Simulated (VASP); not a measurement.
# RbHg (Fd-3m) in VASP: notebook

RbHg is run at these levels: PBE; tasks: single point, relaxation of cell and atoms.

Everything below comes from runs of VASP 6.6.1. Logs are shortened: lines on timing, memory, paths and dates and some standing lists are left out, and cuts for length are marked.

## 1. The cell of the first run

It takes space group Fd-3m (No. 227, cubic). Conventional cell: a = 8.201 Å, b = 8.201 Å, c = 8.201 Å, α = 90.00°, β = 90.00°, γ = 90.00°. Rb (site symmetry -43m) has 4 Rb at 3.55 Å and 10 Hg at 3.55 to 4.10 Å within 4.7 Å. Hg (site symmetry -43m) has 10 Rb at 3.55 to 4.10 Å and 4 Hg at 3.55 Å within 4.7 Å.

## 2. Single point, PBE

The input, INCAR:

```
PREC = Accurate
ENCUT = 520
EDIFF = 1E-6
ISMEAR = 0
SIGMA = 0.1
LREAL = False
LASPH = True
NELM = 100
ALGO = Normal
ISIF = 2
LWAVE = False
LCHARG = False
GGA = PE
NBANDS = 29
```

The input, KPOINTS:

```
Automatic mesh
0
Gamma
  4 4 4
```

The input, POSCAR:

```
RbHg
1.0
    0.0000000000      4.1005243300      4.1005243300
    4.1005243300      0.0000000000      4.1005243300
    4.1005243300      4.1005243300      0.0000000000
Rb Hg
2 2
Direct
    0.5000000000      0.5000000000      0.5000000000
    0.7500000000      0.7500000000      0.7500000000
    0.0000000000      0.0000000000      0.0000000000
    0.2500000000      0.2500000000      0.2500000000
```

Potentials or basis: VASP PAW PBE potentials, release 64 (Rb_sv, Hg).

Launch:

```console
> cat potpaw_PBE.64/Rb_sv/POTCAR potpaw_PBE.64/Hg/POTCAR > POTCAR
> mpirun -np 1 vasp_std > vasp.out
```

OUTCAR:

```text
PREC = Accurate
   ENCUT = 520
   EDIFF = 1E-6
   ISMEAR = 0
   LREAL = False
   LASPH = True
   NELM = 100
   ISIF = 2
   GGA = PE

 ion  position               nearest neighbor table
   1  0.500  0.500  0.500-   2 3.55   4 3.55   4 3.55   4 3.55   4 3.55   2 3.55   2 3.55   2 3.55
                             3 4.10   3 4.10   3 4.10   3 4.10   3 4.10   3 4.10
   2  0.750  0.750  0.750-   1 3.55   3 3.55   1 3.55   1 3.55   1 3.55   3 3.55   3 3.55   3 3.55
                             4 4.10   4 4.10   4 4.10   4 4.10   4 4.10   4 4.10
   3  0.000  0.000  0.000-   2 3.55   4 3.55   2 3.55   2 3.55   2 3.55   4 3.55   4 3.55   4 3.55
                             1 4.10   1 4.10   1 4.10   1 4.10   1 4.10   1 4.10
   4  0.250  0.250  0.250-   1 3.55   3 3.55   3 3.55   3 3.55   3 3.55   1 3.55   1 3.55   1 3.55
                             2 4.10   2 4.10   2 4.10   2 4.10   2 4.10   2 4.10

  LATTYP: Found a face centered cubic cell.
 ALAT       =     8.2010486600

  Lattice vectors:

 A1 = (   0.0000000000,   4.1005243300,   4.1005243300)
 A2 = (   4.1005243300,   0.0000000000,   4.1005243300)
 A3 = (   4.1005243300,   4.1005243300,   0.0000000000)

Analysis of symmetry for initial positions (statically):
=====================================================================
 Subroutine PRICEL returns:
 Original cell was already a primitive cell.

 Routine SETGRP: Setting up the symmetry group for a
 face centered cubic supercell.

 Subroutine GETGRP returns: Found 48 space group operations
 (whereof 24 operations were pure point group operations)
 out of a pool of 48 trial point group operations.

The static configuration has the point symmetry T_d .
 The point group associated with its full space group is O_h .

Analysis of symmetry for dynamics (positions and initial velocities):
=====================================================================
 Subroutine PRICEL returns:
 Original cell was already a primitive cell.

 Routine SETGRP: Setting up the symmetry group for a
 face centered cubic supercell.

 Subroutine GETGRP returns: Found 48 space group operations
 (whereof 24 operations were pure point group operations)
 out of a pool of 48 trial point group operations.

The dynamic configuration has the point symmetry T_d .
 The point group associated with its full space group is O_h .

 Subroutine INISYM returns: Found 48 space group operations
 (whereof 24 operations are pure point group operations),
 and found     1 'primitive' translations

----------------------------------------------------------------------------------------

                                     Primitive cell

  volume of cell :     137.8949

  direct lattice vectors                    reciprocal lattice vectors
     0.000000000  4.100524330  4.100524330    -0.121935626  0.121935626  0.121935626
     4.100524330  0.000000000  4.100524330     0.121935626 -0.121935626  0.121935626
     4.100524330  4.100524330  0.000000000     0.121935626  0.121935626 -0.121935626

  length of vectors
     5.799017120  5.799017120  5.799017120     0.211198699  0.211198699  0.211198699

  position of ions in fractional coordinates (direct lattice)
     0.500000000  0.500000000  0.500000000
     0.750000000  0.750000000  0.750000000
     0.000000000  0.000000000  0.000000000
     0.250000000  0.250000000  0.250000000

  ion indices of the primitive-cell ions
   primitive index   ion index
                 1           1
                 2           2
                 3           3
                 4           4

----------------------------------------------------------------------------------------

 KPOINTS: Automatic mesh

Automatic generation of k-mesh.
 Grid dimensions read from file:
 generate k-points for:    4    4    4

 Generating k-lattice:

  Cartesian coordinates                     Fractional coordinates (reciprocal lattice)
    -0.030483906  0.030483906  0.030483906     0.250000000  0.000000000  0.000000000
     0.030483906 -0.030483906  0.030483906     0.000000000  0.250000000  0.000000000
     0.030483906  0.030483906 -0.030483906     0.000000000  0.000000000  0.250000000

  Length of vectors
     0.052799675  0.052799675  0.052799675

  Shift w.r.t. Gamma in fractional coordinates (k-lattice)
     0.000000000  0.000000000  0.000000000

 Subroutine IBZKPT returns following result:
 ===========================================

 Found      8 irreducible k-points:

 Following reciprocal coordinates:
            Coordinates               Weight
  0.000000  0.000000  0.000000      1.000000
  0.250000  0.000000  0.000000      8.000000
  0.500000  0.000000  0.000000      4.000000
  0.250000  0.250000  0.000000      6.000000
  0.500000  0.250000  0.000000     24.000000
 -0.250000  0.250000  0.000000     12.000000
  0.500000  0.500000  0.000000      3.000000
 -0.250000  0.500000  0.250000      6.000000
   k-points           NKPTS =      8   k-points in BZ     NKDIM =      8   number of bands    NBANDS=     29
   number of dos      NEDOS =    301   number of ions     NIONS =      4
   total plane-waves  NPLWV = 110592
   dimension x,y,z NGX =    48 NGY =   48 NGZ =   48
   dimension x,y,z NGXF=    96 NGYF=   96 NGZF=   96
   ions per type =               2   2
   NGX,Y,Z   is equivalent  to a cutoff of  13.76, 13.76, 13.76 a.u.
   NGXF,Y,Z  is equivalent  to a cutoff of  27.52, 27.52, 27.52 a.u.
 SYSTEM =  unknown system
   PREC   = accura    normal or accurate (medium, high low for compatibility)
   ISTART =      0    job   : 0-new  1-cont  2-samecut
   ICHARG =      2    charge: 1-file 2-atom 10-const
   ISPIN  =      1    spin polarized calculation?
   LNONCOLLINEAR =      F non collinear calculations
   LSORBIT =      F    spin-orbit coupling
   LASPH  =      T    aspherical Exc in radial PAW
   ENCUT  =  520.0 eV  38.22 Ry    6.18 a.u.  10.78 10.78 10.78*2*pi/ulx,y,z
   NELM   =    100;   NELMIN=  2; NELMDL= -5     # of ELM steps
   EDIFF  = 0.1E-05   stopping-criterion for ELM
   LREAL  =      F    real-space projection
   EDIFFG = 0.1E-04   stopping-criterion for IOM
   NSW    =      0    number of steps for IOM
   IBRION =     -1    ionic relax: 0-MD 1-quasi-New 2-CG
   NFREE  =      0    steps in history (QN), initial steepest desc. (CG)
   ISIF   =      2    stress and relaxation
   ISYM   =      2    0-nonsym 1-usesym 2-fastsym
   POTIM  = 0.5000    time-step for ionic-motion
   TEBEG  =    0.0;   TEEND  =   0.0 temperature during run
   PSTRESS=    0.0 pullay stress
   NELECT =      42.0000    total number of electrons
   NUPDOWN=      -1.0000    fix difference up-down
   EMIN   =  10.00;   EMAX   =-10.00  energy-range for DOS
   EFERMI =   0.00;   METHOD = LEGACY
   ISMEAR =     0;   SIGMA  =   0.10  broadening in eV -4-tet -1-fermi 0-gaus
   EFERMI_NEDOS =   21; number of points for ismear=-14 and -15
   IALGO  =     38    algorithm
   IMIX   =      4    mixing-type and parameters
     AMIX     =   0.40;   BMIX     =  1.00
     AMIX_MAG =   1.60;   BMIX_MAG =  1.00
  volume/ion in A,a.u.               =      34.47       232.64
  Fermi-wavevector in a.u.,A,eV,Ry     =   1.101476  2.081489 16.507272  1.213250
  Thomas-Fermi vector in A             =   2.237904
   LORBIT       =      0    0 simple, 1 ext, 2 COOP (PROOUT), +10 PAW based schemes
   GGA     = PE    functional components
   LHFCALC =     F    Hartree Fock is set to
   AEXX    =    0.0000 exact exchange contribution
   IVDW    =     0    specifies the selected vdW correction
   LEPSILON=     F    determine dielectric tensor
   LRPA    =     F    only Hartree local field effects (RPA)
 non-spin polarized calculation
 Gauss-broadening in eV      SIGMA  =   0.10
  energy-cutoff  :      520.00
  volume of cell :      137.89
 maximum number of plane-waves:      3733
 NGX is ok and might be reduce to    48
   NGX = 21   NGY = 21   NGZ = 21

 number of electron      41.9999998 magnetization

 Free energy of the ion-electron system (eV)
  ---------------------------------------------------
  ext. energy  EPLUGINS =         0.00000000
  ---------------------------------------------------
  free energy    TOTEN  =        -2.57274114 eV

  energy without entropy =       -2.54181744  energy(sigma->0) =       -2.55727929

 E-fermi :   2.2917     XC(G=0):  -8.6478

 val. band max:        2.2767099251   @ k =  -0.2500   0.2500   0.0000
 cond. band min:       2.3589671143   @ k =   0.5000   0.2500   0.0000
 fundamental gap:      0.0822571892
 Fermi energy:         2.2916814595

 k-point     1 :       0.0000    0.0000    0.0000
  band No.  band energies     occupation
      1     -26.4263      2.00000
      2     -26.2305      2.00000
      3     -10.7327      2.00000
      4     -10.7327      2.00000
      5     -10.7327      2.00000
      6     -10.2624      2.00000
[... 21 lines left out ...]
     28       5.0236      0.00000
     29       6.1142      0.00000

 k-point     2 :       0.2500    0.0000    0.0000
  band No.  band energies     occupation
      1     -26.4059      2.00000
      2     -26.2512      2.00000
      3     -10.7738      2.00000
      4     -10.7738      2.00000
      5     -10.7648      2.00000
      6     -10.2567      2.00000
[... 21 lines left out ...]
     28       5.9056      0.00000
     29       6.9198      0.00000

 k-point     3 :       0.5000    0.0000    0.0000
  band No.  band energies     occupation
      1     -26.3775      2.00000
      2     -26.2798      2.00000
      3     -10.8093      2.00000
      4     -10.8093      2.00000
      5     -10.8075      2.00000
      6     -10.2350      2.00000
[... 21 lines left out ...]
     28       6.6076      0.00000
     29       8.1746      0.00000

 k-point     4 :       0.2500    0.2500    0.0000
  band No.  band energies     occupation
      1     -26.3977      2.00000
      2     -26.2594      2.00000
      3     -10.8162      2.00000
      4     -10.8162      2.00000
      5     -10.6738      2.00000
      6     -10.3609      2.00000
[... 21 lines left out ...]
     28       6.0470      0.00000
     29       8.0607      0.00000

 k-point     5 :       0.5000    0.2500    0.0000
  band No.  band energies     occupation
      1     -26.3633      2.00000
      2     -26.2942      2.00000
      3     -10.8930      2.00000
      4     -10.8465      2.00000
      5     -10.6387      2.00000
      6     -10.3871      2.00000
[... 21 lines left out ...]
     28       6.4054      0.00000
     29       7.5018      0.00000

 k-point     6 :      -0.2500    0.2500    0.0000
  band No.  band energies     occupation
      1     -26.3775      2.00000
      2     -26.2798      2.00000
      3     -10.8892      2.00000
      4     -10.8087      2.00000
      5     -10.6835      2.00000
      6     -10.3306      2.00000
[... 21 lines left out ...]
     28       6.4278      0.00000
     29       6.9976      0.00000

 k-point     7 :       0.5000    0.5000    0.0000
  band No.  band energies     occupation
      1     -26.3288      2.00000
      2     -26.3288      2.00000
      3     -10.8797      2.00000
      4     -10.8797      2.00000
      5     -10.5286      2.00000
      6     -10.5286      2.00000
[... 21 lines left out ...]
     28       6.6463      0.00000
     29       6.7710      0.00000

 k-point     8 :      -0.2500    0.5000    0.2500
  band No.  band energies     occupation
      1     -26.3288      2.00000
      2     -26.3288      2.00000
      3     -10.8949      2.00000
      4     -10.8949      2.00000
      5     -10.5077      2.00000
      6     -10.5077      2.00000
[... 21 lines left out ...]
     28       6.2676      0.00000
     29       7.3234      0.00000

------------------------ aborting loop because EDIFF is reached ----------------------------------------

  FORCE on cell =-STRESS in cart. coord.  units (eV):
  Direction    XX          YY          ZZ          XY          YZ          ZX
  --------------------------------------------------------------------------------------
  -------------------------------------------------------------------------------------
  Total        1.5687866      1.5687866      1.5687866     -0.0000000      0.0000000     -0.0000000
  in kB       18.2274653     18.2274653     18.2274653     -0.0000000      0.0000000     -0.0000000
  external PRESSURE =      18.2274653 kB  Pullay stress =       0.0000000 kB

 VOLUME and BASIS-vectors are now :
 -----------------------------------------------------------------------------
  energy-cutoff  :      520.00
  volume of cell :      137.89
      direct lattice vectors                 reciprocal lattice vectors
     0.000000000  4.100524330  4.100524330    -0.121935626  0.121935626  0.121935626
     4.100524330  0.000000000  4.100524330     0.121935626 -0.121935626  0.121935626
     4.100524330  4.100524330  0.000000000     0.121935626  0.121935626 -0.121935626

 POSITION                                       TOTAL-FORCE (eV/Angst)
 -----------------------------------------------------------------------------------
      4.10052      4.10052      4.10052        -0.000000     -0.000000     -0.000000
      6.15079      6.15079      6.15079        -0.000000     -0.000000     -0.000000
      0.00000      0.00000      0.00000         0.000000      0.000000      0.000000
      2.05026      2.05026      2.05026        -0.000000     -0.000000     -0.000000
 -----------------------------------------------------------------------------------
    total drift:                               -0.000000     -0.000000     -0.000000

  FREE ENERGIE OF THE ION-ELECTRON SYSTEM (eV)
  ---------------------------------------------------
  free  energy   TOTEN  =        -2.5727411400 eV

  energy  without entropy=       -2.5418174423  energy(sigma->0) =       -2.55727929
```

Run time: 39 s. Hardware: 1 thread of Oxide Virtual Turin-like, shared host; peak memory 0.28 GiB.

What came out:

| Item | Value |
| --- | --- |
| Free energy | -2.5727 eV |
| Pressure | 1.8 GPa |
| Band gap on the k mesh | zero (band 21 reaches 3.18 eV, above the bottom of band 22 at 1.81 eV) |

Levels at points of the mesh, in eV from the Fermi level:
```tsv
k point	band 17	band 18	band 19	band 20	band 21	band 22	band 23	band 24
(0.00, 0.00, 0.00)	-6.98	-6.98	-6.49	-1.81	0.89	0.89	0.89	2.10
(0.50, 0.00, 0.00)	-6.96	-6.96	-5.17	-3.91	-0.02	-0.02	0.22	2.63
(0.50, 0.50, 0.00)	-6.94	-6.94	-4.54	-4.54	0.17	0.17	1.11	1.11
```

Caveat: spin-orbit coupling is left out, which moves the levels of the heavy elements.

## 3. Single point, PBE

This run uses another cell than the first one, of 42.95 Å³/atom, 1.246 times its volume.

The input, INCAR:

```
ALGO = Fast
EDIFF = 1E-6
ENCUT = 520
GGA = PE
ISIF = 2
ISMEAR = 0
LASPH = True
LCHARG = False
LREAL = False
LWAVE = False
NBANDS = 29
NELM = 100
PREC = Accurate
SIGMA = 0.1
```

The input, KPOINTS:

```
k-points
0
Gamma
  10 10 10
```

The input, POSCAR:

```
RbHg
1.0
    0.0000000000      4.4122606802      4.4122606802
    4.4122606802      0.0000000000      4.4122606802
    4.4122606802      4.4122606802      0.0000000000
Rb Hg
2 2
Direct
    0.5000000000      0.5000000000      0.5000000000
    0.7500000000      0.7500000000      0.7500000000
    0.0000000000      0.0000000000      0.0000000000
    0.2500000000      0.2500000000      0.2500000000
```

Potentials or basis: VASP PAW PBE potentials, release 64 (Rb_sv, Hg).

Launch:

```console
> cat potpaw_PBE.64/Rb_sv/POTCAR potpaw_PBE.64/Hg/POTCAR > POTCAR
> mpirun -np 1 vasp_std > vasp.out
```

Wall time 6.5 min (1 thread of Oxide Virtual Turin-like, shared host); peak memory 0.41 GiB.

The run converged. Its results:

```
Free energy            : -2.7495 eV
Pressure               : 0.0 GPa
Band gap on the k mesh : zero (band 21 reaches 2.36 eV, above the bottom of band 22 at 0.98 eV)
```

Levels at points of the mesh, in eV from the Fermi level:
| k point | band 17 | band 18 | band 19 | band 20 | band 21 | band 22 | band 23 | band 24 | band 25 | band 26 |
| --- | --- | --- | --- | --- | --- | --- | --- | --- | --- | --- |
| (0.00, 0.00, 0.00) | -6.85 | -6.85 | -5.80 | -2.37 | 0.98 | 0.98 | 0.98 | 1.82 | 1.82 | 1.82 |
| (0.50, 0.00, 0.00) | -6.83 | -6.83 | -4.87 | -3.74 | -0.21 | 0.22 | 0.22 | 2.49 | 2.49 | 2.82 |
| (0.50, 0.50, 0.00) | -6.82 | -6.82 | -4.31 | -4.31 | 0.20 | 0.20 | 0.71 | 0.71 | 3.75 | 3.75 |

Caveat: spin-orbit coupling is left out, which moves the levels of the heavy elements.

## 4. Single point, PBE

This run uses another cell than the first one, of 42.95 Å³/atom, 1.246 times its volume.

The input, INCAR:

```
SYSTEM = RbHg
PREC = Accurate
ENCUT = 520
EDIFF = 1E-7
ISMEAR = 0
SIGMA = 0.1
LREAL = .FALSE.
LASPH = .TRUE.
NELM = 60
ALGO = Fast
ISIF = 2
LWAVE = .FALSE.
LCHARG = .TRUE.
GGA = PE
LELF = .TRUE.
LVHAR = .TRUE.
NBANDS = 29
```

The input, KPOINTS:

```
regular mesh
0
G
  10 10 10
  0 0 0
```

POSCAR is that of step 3.

Launch:

```console
> cat potpaw_PBE.64/Rb_sv/POTCAR potpaw_PBE.64/Hg/POTCAR > POTCAR
> mpirun -np 1 vasp_std > vasp.out
```

Wall time 7.2 min (1 thread of Oxide Virtual Turin-like, shared host); peak memory 0.41 GiB.

Results (log left out):

```
Free energy            : -2.7495 eV
Pressure               : 0.0 GPa
Band gap on the k mesh : zero (band 21 reaches 2.36 eV, above the bottom of band 22 at 0.98 eV)
```

Levels at points of the mesh, in eV from the Fermi level:
| k point | band 18 | band 19 | band 20 | band 21 | band 22 | band 23 | band 24 | band 25 |
| --- | --- | --- | --- | --- | --- | --- | --- | --- |
| (0.00, 0.00, 0.00) | -6.85 | -5.80 | -2.37 | 0.98 | 0.98 | 0.98 | 1.82 | 1.82 |
| (0.50, 0.00, 0.00) | -6.83 | -4.87 | -3.74 | -0.21 | 0.22 | 0.22 | 2.49 | 2.49 |
| (0.50, 0.50, 0.00) | -6.82 | -4.31 | -4.31 | 0.20 | 0.20 | 0.71 | 0.71 | 3.75 |

Caveat: spin-orbit coupling is left out, which moves the levels of the heavy elements.

(Part 1 of 2 ends here.)
